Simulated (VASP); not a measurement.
Here is a VASP 6.6.1 calculation.

INCAR

```
SYSTEM = BP
  PREC = Accurate
  ENCUT = 520
  EDIFF = 1E-6
  ISMEAR = 0
  SIGMA = 0.05
  LREAL = .False.
  LASPH = .True.
  NELM = 60
  ALGO = Normal
  ISIF = 2
  LWAVE = .False.
  LCHARG = .False.
  NBANDS = 11
```

Contents of KPOINTS:

```
Automatic mesh
0
Gamma
  8 8 8
  0 0 0
```

POSCAR

```
BP
1.0
    0.0000000000      2.2452813368      2.2452813368
    2.2452813368      0.0000000000      2.2452813368
    2.2452813368      2.2452813368      0.0000000000
B P
1 1
Direct
    0.0000000000      0.0000000000      0.0000000000
    0.7500000000      0.7500000000      0.7500000000
```

Potentials or basis: VASP PAW LDA potentials, release 64 (B, P).

Run with:

```console
$ cat potpaw_LDA.64/B/POTCAR potpaw_LDA.64/P/POTCAR > POTCAR
$ mpirun -np 1 vasp_std > vasp.out
```

**Question.** What does it give for the band gap on the k mesh?

**Answer.** 1.18 eV, indirect (least direct gap 3.43 eV).

**Question.** What does it give for the pressure?

**Answer.** -0.1 GPa.

A k mesh can miss the band edges. A hybrid or GW would open this gap; LDA tends to underestimate it.
